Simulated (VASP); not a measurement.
# Bi (Im-3m) in VASP: a series of runs

Bi is run at these levels: PBEsol; tasks: single point, relaxation of cell and atoms.

Program: VASP 6.6.1. These are calculated values, not measurements. Logs are shortened: lines on timing, memory, paths and dates and some standing lists are left out, and cuts for length are marked.

**1. The cell of the first run**

The structure is cubic, space group Im-3m (No. 229). The conventional cell has a = 3.517 Å, b = 3.517 Å, c = 3.517 Å, α = 90.00°, β = 90.00°, γ = 90.00°. Bi (site symmetry m-3m) has 14 Bi at 3.05 to 3.52 Å within 4.0 Å.

This isn't the form of Bi at room conditions, which is rhombohedral.

**2. Single point, PBEsol**

Input file INCAR:

```
PREC     = Accurate       # precision mode
ENCUT    = 500            # plane-wave cutoff, eV
EDIFF    = 1E-6           # SCF threshold, eV
ISMEAR   = 0              # smearing method
SIGMA    = 0.1            # smearing width, eV
LREAL    = False          # projectors in reciprocal space
LASPH    = True           # aspherical terms in the spheres
NELM     = 120            # most SCF steps
ALGO     = Normal         # electronic algorithm
ISIF     = 2              # what is computed and relaxed
LWAVE    = False          # write WAVECAR
LCHARG   = False          # write CHGCAR
GGA      = PS             # functional
NBANDS   = 14             # bands
GGA_COMPAT= False
```

Input file KPOINTS:

```
regular mesh
0
Gamma
  16 16 16
```

Input file POSCAR:

```
Bi
1.0
   -1.7586591295      1.7586591295      1.7586591295
    1.7586591295     -1.7586591295      1.7586591295
    1.7586591295      1.7586591295     -1.7586591295
Bi
1
Direct
    0.0000000000      0.0000000000      0.0000000000
```

Potentials or basis: VASP PAW PBE potentials, release 64 (Bi_d).

Command:

```console
cat potpaw_PBE.64/Bi_d/POTCAR > POTCAR
mpirun -np 1 vasp_std > vasp.out
```

OUTCAR:

```text
PREC = Accurate
   ENCUT = 500
   EDIFF = 1E-6
   ISMEAR = 0
   LREAL = False
   LASPH = True
   NELM = 120
   ISIF = 2
   GGA = PS

 ion  position               nearest neighbor table
   1  0.000  0.000  0.000-

  LATTYP: Found a body centered cubic cell.
 ALAT       =     3.5173182590

  Lattice vectors:

 A1 = (  -1.7586591295,   1.7586591295,   1.7586591295)
 A2 = (   1.7586591295,  -1.7586591295,   1.7586591295)
 A3 = (   1.7586591295,   1.7586591295,  -1.7586591295)

Analysis of symmetry for initial positions (statically):
=====================================================================
 Subroutine PRICEL returns:
 Original cell was already a primitive cell.

 Routine SETGRP: Setting up the symmetry group for a
 body centered cubic supercell.

 Subroutine GETGRP returns: Found 48 space group operations
 (whereof 48 operations were pure point group operations)
 out of a pool of 48 trial point group operations.

The static configuration has the point symmetry O_h .

Analysis of symmetry for dynamics (positions and initial velocities):
=====================================================================
 Subroutine PRICEL returns:
 Original cell was already a primitive cell.

 Routine SETGRP: Setting up the symmetry group for a
 body centered cubic supercell.

 Subroutine GETGRP returns: Found 48 space group operations
 (whereof 48 operations were pure point group operations)
 out of a pool of 48 trial point group operations.

The dynamic configuration has the point symmetry O_h .

 Subroutine INISYM returns: Found 48 space group operations
 (whereof 48 operations are pure point group operations),
 and found     1 'primitive' translations

----------------------------------------------------------------------------------------

                                     Primitive cell

  volume of cell :      21.7573

  direct lattice vectors                    reciprocal lattice vectors
    -1.758659130  1.758659130  1.758659130     0.000000000  0.284307511  0.284307511
     1.758659130 -1.758659130  1.758659130     0.284307511  0.000000000  0.284307511
     1.758659130  1.758659130 -1.758659130     0.284307511  0.284307511  0.000000000

  length of vectors
     3.046086965  3.046086965  3.046086965     0.402071538  0.402071538  0.402071538

  position of ions in fractional coordinates (direct lattice)
     0.000000000  0.000000000  0.000000000

  ion indices of the primitive-cell ions
   primitive index   ion index
                 1           1

----------------------------------------------------------------------------------------

 KPOINTS: regular mesh

Automatic generation of k-mesh.
 Grid dimensions read from file:
 generate k-points for:   16   16   16

 Generating k-lattice:

  Cartesian coordinates                     Fractional coordinates (reciprocal lattice)
     0.000000000  0.017769219  0.017769219     0.062500000  0.000000000  0.000000000
     0.017769219  0.000000000  0.017769219     0.000000000  0.062500000  0.000000000
     0.017769219  0.017769219  0.000000000     0.000000000  0.000000000  0.062500000

  Length of vectors
     0.025129471  0.025129471  0.025129471

  Shift w.r.t. Gamma in fractional coordinates (k-lattice)
     0.000000000  0.000000000  0.000000000

 Subroutine IBZKPT returns following result:
 ===========================================

 Found    145 irreducible k-points:

 Following reciprocal coordinates:
            Coordinates               Weight
  0.000000  0.000000  0.000000      1.000000
  0.062500  0.000000  0.000000     12.000000
  0.125000  0.000000  0.000000     12.000000
  0.187500  0.000000  0.000000     12.000000
  0.250000  0.000000  0.000000     12.000000
  0.312500  0.000000  0.000000     12.000000
[... 16 lines left out ...]
  0.187500  0.187500  0.000000     24.000000
  0.250000  0.187500 -0.000000     48.000000
 [... further k-points ...]
   k-points           NKPTS =    145   k-points in BZ     NKDIM =    145   number of bands    NBANDS=     14
   number of dos      NEDOS =    301   number of ions     NIONS =      1
   total plane-waves  NPLWV =  13824
   dimension x,y,z NGX =    24 NGY =   24 NGZ =   24
   dimension x,y,z NGXF=    48 NGYF=   48 NGZF=   48
   ions per type =               1
   NGX,Y,Z   is equivalent  to a cutoff of  13.10, 13.10, 13.10 a.u.
   NGXF,Y,Z  is equivalent  to a cutoff of  26.20, 26.20, 26.20 a.u.
 SYSTEM =  unknown system
   PREC   = accura    normal or accurate (medium, high low for compatibility)
   ISTART =      0    job   : 0-new  1-cont  2-samecut
   ICHARG =      2    charge: 1-file 2-atom 10-const
   ISPIN  =      1    spin polarized calculation?
   LNONCOLLINEAR =      F non collinear calculations
   LSORBIT =      F    spin-orbit coupling
   LASPH  =      T    aspherical Exc in radial PAW
   ENCUT  =  500.0 eV  36.75 Ry    6.06 a.u.   5.55  5.55  5.55*2*pi/ulx,y,z
   NELM   =    120;   NELMIN=  2; NELMDL= -5     # of ELM steps
   EDIFF  = 0.1E-05   stopping-criterion for ELM
   LREAL  =      F    real-space projection
   EDIFFG = 0.1E-04   stopping-criterion for IOM
   NSW    =      0    number of steps for IOM
   IBRION =     -1    ionic relax: 0-MD 1-quasi-New 2-CG
   NFREE  =      0    steps in history (QN), initial steepest desc. (CG)
   ISIF   =      2    stress and relaxation
   ISYM   =      2    0-nonsym 1-usesym 2-fastsym
   POTIM  = 0.5000    time-step for ionic-motion
   TEBEG  =    0.0;   TEEND  =   0.0 temperature during run
   PSTRESS=    0.0 pullay stress
   NELECT =      15.0000    total number of electrons
   NUPDOWN=      -1.0000    fix difference up-down
   EMIN   =  10.00;   EMAX   =-10.00  energy-range for DOS
   EFERMI =   0.00;   METHOD = LEGACY
   ISMEAR =     0;   SIGMA  =   0.10  broadening in eV -4-tet -1-fermi 0-gaus
   EFERMI_NEDOS =   21; number of points for ismear=-14 and -15
   IALGO  =     38    algorithm
   IMIX   =      4    mixing-type and parameters
     AMIX     =   0.40;   BMIX     =  1.00
     AMIX_MAG =   1.60;   BMIX_MAG =  1.00
  volume/ion in A,a.u.               =      21.76       146.83
  Fermi-wavevector in a.u.,A,eV,Ry     =   1.446229  2.732976 28.457631  2.091577
  Thomas-Fermi vector in A             =   2.564321
   LORBIT       =      0    0 simple, 1 ext, 2 COOP (PROOUT), +10 PAW based schemes
   GGA     = PS    functional components
   LHFCALC =     F    Hartree Fock is set to
   AEXX    =    0.0000 exact exchange contribution
   IVDW    =     0    specifies the selected vdW correction
   LEPSILON=     F    determine dielectric tensor
   LRPA    =     F    only Hartree local field effects (RPA)
 non-spin polarized calculation
 Gauss-broadening in eV      SIGMA  =   0.10
  energy-cutoff  :      500.00
  volume of cell :       21.76
 maximum number of plane-waves:       586
 NGX is ok and might be reduce to    24
   NGX = 11   NGY = 11   NGZ = 11

 number of electron      14.9999998 magnetization

 Free energy of the ion-electron system (eV)
  ---------------------------------------------------
  ext. energy  EPLUGINS =         0.00000000
  ---------------------------------------------------
  free energy    TOTEN  =        -3.43984770 eV

  energy without entropy =       -3.43696581  energy(sigma->0) =       -3.43840675

 E-fermi :  13.0155     XC(G=0): -12.2649

 val. band max:       12.9726405205   @ k =   0.1875   0.1875   0.0625
 cond. band min:      13.0488502973   @ k =  -0.2500   0.2500   0.2500
 fundamental gap:      0.0762097768
 Fermi energy:        13.0154697576

 k-point     1 :       0.0000    0.0000    0.0000
  band No.  band energies     occupation
      1     -10.4596      2.00000
      2     -10.4596      2.00000
      3     -10.4596      2.00000
      4     -10.0661      2.00000
      5     -10.0661      2.00000
      6      -3.6587      2.00000
      7      21.3127      0.00000
      8      21.3127      0.00000
      9      21.3127      0.00000
     10      23.3162      0.00000
     11      23.3162      0.00000
     12      23.3162      0.00000
     13      27.5429      0.00000
     14      27.5429      0.00000

 k-point     2 :       0.0625    0.0000    0.0000
  band No.  band energies     occupation
      1     -10.4650      2.00000
      2     -10.4531      2.00000
      3     -10.4365      2.00000
      4     -10.0723      2.00000
      5     -10.0666      2.00000
      6      -3.5529      2.00000
      7      20.1735      0.00000
      8      20.8910      0.00000
      9      21.1018      0.00000
     10      22.9057      0.00000
     11      23.2060      0.00000
     12      23.2777      0.00000
     13      27.6373      0.00000
     14      27.8052      0.00000

 k-point     3 :       0.1250    0.0000    0.0000
  band No.  band energies     occupation
      1     -10.4806      2.00000
      2     -10.4367      2.00000
      3     -10.3701      2.00000
      4     -10.0886      2.00000
      5     -10.0680      2.00000
      6      -3.2343      2.00000
      7      17.8012      0.00000
      8      19.9071      0.00000
      9      20.4839      0.00000
     10      22.3338      0.00000
     11      22.9416      0.00000
     12      23.4283      0.00000
     13      27.6491      0.00000
     14      28.5225      0.00000

 k-point     4 :       0.1875    0.0000    0.0000
  band No.  band energies     occupation
      1     -10.5037      2.00000
      2     -10.4193      2.00000
      3     -10.2693      2.00000
      4     -10.1080      2.00000
      5     -10.0699      2.00000
      6      -2.7005      2.00000
      7      15.2087      0.00000
      8      18.7531      0.00000
      9      19.6631      0.00000
     10      21.8125      0.00000
     11      22.6325      0.00000
     12      23.9149      0.00000
     13      27.6592      0.00000
     14      29.5749      0.00000

 k-point     5 :       0.2500    0.0000    0.0000
  band No.  band energies     occupation
      1     -10.5309      2.00000
      2     -10.4126      2.00000
      3     -10.1479      2.00000
      4     -10.1201      2.00000
      5     -10.0719      2.00000
      6      -1.9521      2.00000
      7      12.6743      2.00000
      8      17.6452      0.00000
      9      18.8555      0.00000
     10      21.3869      0.00000
     11      22.3465      0.00000
[... 276 lines left out ...]
 k-point    22 :       0.4375    0.1250    0.0000
  band No.  band energies     occupation
      1     -10.5664      2.00000
      2     -10.4265      2.00000
      3     -10.0965      2.00000
      4     -10.0929      2.00000
      5      -9.8615      2.00000
      6       2.1370      2.00000
      7       5.8700      2.00000
      8      13.2938      0.00008
      9      16.5037      0.00000
     10      21.7874      0.00000
     11      24.2984      0.00000
     12      27.0551      0.00000
     13      27.3320      0.00000
     14      33.8476      0.00000

 k-point    23 :       0.1875    0.1875    0.0000
  band No.  band energies     occupation
      1     -10.5143      2.00000
      2     -10.3962      2.00000
      3     -10.1366      2.00000
      4     -10.1003      2.00000
      5     -10.0328      2.00000
      6      -0.7953      2.00000
      7      11.0600      2.00000
      8      13.8110      0.00000
      9      17.4129      0.00000
     10      23.1067      0.00000
     11      23.2337      0.00000
     12      26.3497      0.00000
     13      28.3374      0.00000
     14      29.8639      0.00000

 k-point    24 :       0.2500    0.1875   -0.0000
  band No.  band energies     occupation
      1     -10.5258      2.00000
      2     -10.3782      2.00000
      3     -10.1286      2.00000
      4     -10.1059      2.00000
      5      -9.9756      2.00000
      6       0.2142      2.00000
      7       9.3949      2.00000
      8      12.6204      2.00000
      9      16.8736      0.00000
     10      22.8528      0.00000
     11      23.9633      0.00000
     12      26.7812      0.00000
     13      29.1501      0.00000
     14      29.6257      0.00000

 [... further k-points ...]

------------------------ aborting loop because EDIFF is reached ----------------------------------------

  FORCE on cell =-STRESS in cart. coord.  units (eV):
  Direction    XX          YY          ZZ          XY          YZ          ZX
  --------------------------------------------------------------------------------------
  -------------------------------------------------------------------------------------
  Total        5.5366752      5.5366752      5.5366752     -0.0000000      0.0000000     -0.0000000
  in kB      407.7130587    407.7130587    407.7130587     -0.0000000      0.0000000     -0.0000000
  external PRESSURE =     407.7130587 kB  Pullay stress =       0.0000000 kB

 VOLUME and BASIS-vectors are now :
 -----------------------------------------------------------------------------
  energy-cutoff  :      500.00
  volume of cell :       21.76
      direct lattice vectors                 reciprocal lattice vectors
    -1.758659130  1.758659130  1.758659130     0.000000000  0.284307511  0.284307511
     1.758659130 -1.758659130  1.758659130     0.284307511  0.000000000  0.284307511
     1.758659130  1.758659130 -1.758659130     0.284307511  0.284307511  0.000000000

 POSITION                                       TOTAL-FORCE (eV/Angst)
 -----------------------------------------------------------------------------------
      0.00000      0.00000      0.00000         0.000000      0.000000      0.000000
 -----------------------------------------------------------------------------------
    total drift:                               -0.000000      0.000000      0.000000

  FREE ENERGIE OF THE ION-ELECTRON SYSTEM (eV)
  ---------------------------------------------------
  free  energy   TOTEN  =        -3.4398477007 eV

  energy  without entropy=       -3.4369658071  energy(sigma->0) =       -3.43840675
```

It took 25 s on 1 thread of Intel Xeon Platinum 8259CL at 2.50GHz (Skylake/Cascade Lake), shared host; peak memory 0.16 GiB.

Results:

```
Free energy            : -3.4398 eV
Pressure               : 40.8 GPa
Band gap on the k mesh : zero (an odd number of electrons rules out a gap without spin polarisation)
```

Caveat: the cell stands under pressure; the PAW data sets were made with another functional, which shifts forces and pressure a little; spin-orbit coupling is left out, which moves the levels of the heavy elements.

**3. Single point, PBEsol**

Input file INCAR:

```
SYSTEM = Bi
PREC = Accurate
ENCUT = 500
EDIFF = 1E-6
ISMEAR = 0
SIGMA = 0.1
LREAL = .False.
LASPH = .True.
NELM = 120
ALGO = Normal
ISIF = 2
LWAVE = .False.
LCHARG = .True.
GGA = PS
LELF = .True.
LVHAR = .True.
NBANDS = 14
GGA_COMPAT = .False.
```

Input file KPOINTS:

```
regular mesh
0
Gamma
  16 16 16
  0 0 0
```

POSCAR is that of step 2.

Potentials or basis: VASP PAW PBE potentials, release 64 (Bi_d).

Command:

```console
cat potpaw_PBE.64/Bi_d/POTCAR > POTCAR
mpirun -np 1 vasp_std > vasp.out
```

Wall time 24 s (1 thread of Intel Xeon Platinum 8259CL at 2.50GHz (Skylake/Cascade Lake), shared host); peak memory 0.16 GiB.

It converged, with:

- Free energy: -3.4398 eV
- Pressure: 40.8 GPa
- Band gap on the k mesh: zero (an odd number of electrons rules out a gap without spin polarisation)

Levels at points of the mesh, in eV from the Fermi level:
```
           k point  band 4  band 5  band 6  band 7  band 8  band 9  band 10  band 11  band 12  band 13
(0.00, 0.00, 0.00)  -23.08  -23.08  -16.67    8.30    8.30    8.30    10.30    10.30    10.30    14.53
(0.50, 0.00, 0.00)  -23.09  -22.83  -11.08   -7.53    2.35    4.22     7.68     8.79    14.75    15.08
(0.50, 0.50, 0.50)  -22.89  -22.89   -6.87   -2.75   -2.75   -2.75     3.30     3.30    16.25    21.17
```

Caveat: the cell stands under pressure; the PAW data sets were made with another functional, which shifts forces and pressure a little; spin-orbit coupling is left out, which moves the levels of the heavy elements.

[end of part 1 of 2]
